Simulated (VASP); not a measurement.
The system is LiCl.

```
Li Cl
1.0
     0.00000    2.51770    2.51770
     2.51770    0.00000    2.51770
     2.51770    2.51770    0.00000
Li Cl
1 1
Direct
  0.00000 0.00000 0.00000
  0.50000 0.50000 0.50000
```

This cell differs from its parent crystal: strain -1.5%.

Base run:

```yaml
Program: VASP 6.6.1
Functional: r2SCAN
Potentials_or_basis: VASP PAW PBE potentials, release 64 (Li_sv, Cl)
Cutoff: 520 eV
k_mesh: 8 × 8 × 8
Occupations: gaussian, width 0.01 eV
Spin: no spin polarisation
```

Its results: band gap on the k mesh 7.60 eV (least direct gap 7.68 eV).

Q: The run is repeated on the same cell with these changes: functional from r2SCAN to PBE; occupations from gaussian, width 0.01 eV to fermi-dirac, width 0.02 eV. What comes out?

A: Band gap on the k mesh 6.67 eV.

A k mesh can miss the band edges.
